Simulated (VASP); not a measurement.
A run of VASP 6.6.1 is set up as follows.

The input INCAR:

```
SYSTEM = GaN
ALGO = Normal
EDIFF = 1E-6
ENCUT = 520
GGA = CA
ISIF = 2
ISMEAR = 0
LASPH = .TRUE.
LCHARG = .FALSE.
LREAL = .FALSE.
LWAVE = .FALSE.
NBANDS = 46
NELM = 60
PREC = Accurate
SIGMA = 0.05
```

File KPOINTS:

```
k-points
0
G
  8 6 6
  0 0 0
```

The input POSCAR:

```
GaN
1.0
   -3.1515767111      0.0000000000      0.0000000000
    0.0000000000      0.0000000000     -5.1382481593
    0.0000000000     -5.4586909876      0.0000000000
Ga N
4 4
Direct
    0.5000000000      0.0045800496      0.1692736375
    0.0000000000      0.0025151141      0.6640547442
    0.0000000000      0.5025151141      0.3359452558
    0.5000000000      0.5045800496      0.8307263625
    0.5000000000      0.6096513877      0.1670289641
    0.0000000000      0.6106096189      0.6662739171
    0.0000000000      0.1106096189      0.3337260829
    0.5000000000      0.1096513877      0.8329710359
```

Potentials or basis: VASP PAW LDA potentials, release 64 (Ga_d, N).

Run with:

```console
$ cat potpaw_LDA.64/Ga_d/POTCAR potpaw_LDA.64/N/POTCAR > POTCAR
$ mpirun -np 1 vasp_std > vasp.out
```

Estimate the pressure.

2.0 GPa.

What does it give for the largest force?

1.053 eV/Å.

Predict the band gap on the k mesh.

2.06 eV.

Forces on the atoms (eV/Å):
```
Ga   0.000  0.410  0.970
Ga   0.000 -0.422  0.768
Ga   0.000  0.422  0.768
Ga   0.000 -0.410  0.970
N    0.000  0.020 -0.843
N    0.000 -0.036 -0.895
N    0.000  0.036 -0.895
N    0.000 -0.020 -0.843
```

Caveat: the cell differs from its parent crystal (atoms displaced along a vibrational mode); forces of over 1 eV/Å act on the atoms, so gaps and moduli don't describe the material at rest.
